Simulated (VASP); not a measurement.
Input of a VASP 6.6.1 run:

The input INCAR:

```
ALGO = Normal
EDIFF = 1E-6
ENCUT = 520
GGA = PS
ISIF = 2
ISMEAR = 0
LASPH = T
LCHARG = F
LREAL = F
LWAVE = F
NBANDS = 10
NELM = 60
PREC = Accurate
SIGMA = 0.15
```

KPOINTS

```
k-points
0
Gamma
  22 22 22
```

The input POSCAR:

```
Ir
1.0
    0.0000000000      1.9676925000      1.9197000000
    1.9676925000      0.0000000000      1.9197000000
    1.9676925000      1.9676925000      0.0000000000
Ir
1
Direct
    0.0000000000      0.0000000000      0.0000000000
```

Potentials or basis: VASP PAW PBE potentials, release 64 (Ir).

Run with:

```console
$ cat potpaw_PBE.64/Ir/POTCAR > POTCAR
$ mpirun -np 1 vasp_std > vasp.out
```

(1) What does it give for the pressure?

Results:

(1) -18.1 GPa.

Caveat: the cell differs from its parent crystal (strain +0.025 along x and y, +0.000 along z); the PAW data sets were made with another functional, which shifts forces and pressure a little.
